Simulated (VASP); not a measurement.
A run of VASP 6.6.1 is set up as follows.

The input INCAR:

```
PREC     = Accurate       # precision mode
ENCUT    = 500            # plane-wave cutoff, eV
EDIFF    = 1E-7           # SCF threshold, eV
ISMEAR   = 1              # smearing method
SIGMA    = 0.1            # smearing width, eV
LREAL    = False          # projectors in reciprocal space
LASPH    = True           # aspherical terms in the spheres
NELM     = 120            # most SCF steps
ALGO     = Normal         # electronic algorithm
ISIF     = 8              # what is computed and relaxed
LWAVE    = False          # write WAVECAR
LCHARG   = False          # write CHGCAR
GGA      = PS             # functional
IBRION   = 2              # ionic algorithm
NSW      = 80             # ionic steps
EDIFFG   = -0.01          # ionic threshold
GGA_COMPAT= False        
NELMIN   = 4
```

KPOINTS

```
regular mesh
0
Gamma
  8 8 8
```

The input POSCAR:

```
Ca
1.0
   -2.2400000000      2.2400000000      2.2400000000
    2.2400000000     -2.2400000000      2.2400000000
    2.2400000000      2.2400000000     -2.2400000000
Ca
1
Direct
    0.0000000000      0.0000000000      0.0000000000
```

Potentials or basis: VASP PAW PBE potentials, release 64 (Ca_sv).

Launch:

```bash
$ cat potpaw_PBE.64/Ca_sv/POTCAR > POTCAR
$ mpirun -np 1 vasp_std > vasp.out
```

Q: Estimate the relaxed cell.

A: a = 3.741 Å, b = 3.741 Å, c = 3.741 Å, α = 109.47°, β = 109.47°, γ = 109.47°.

Q: What does it give for the space group after relaxing (to 0.05 Å)?

A: Im-3m (No. 229).

Step by step:
| step | energy change (eV) | largest force (eV/Å) | pressure (GPa) | volume (Å³) |
| --- | --- | --- | --- | --- |
| 1 | 0.0000 | 0.0000 | -1.53 | 44.96 |
| 2 | -0.0191 | 0.0000 | -0.69 | 42.23 |
| 3 | -0.0233 | 0.0000 | -0.08 | 40.50 |
| 4 | -0.0233 | 0.0000 | 0.00 | 40.29 |

Caveat: the PAW data sets were made with another functional, which shifts forces and pressure a little; the volume moved by -10 % from the deposited cell, more than functionals usually miss.
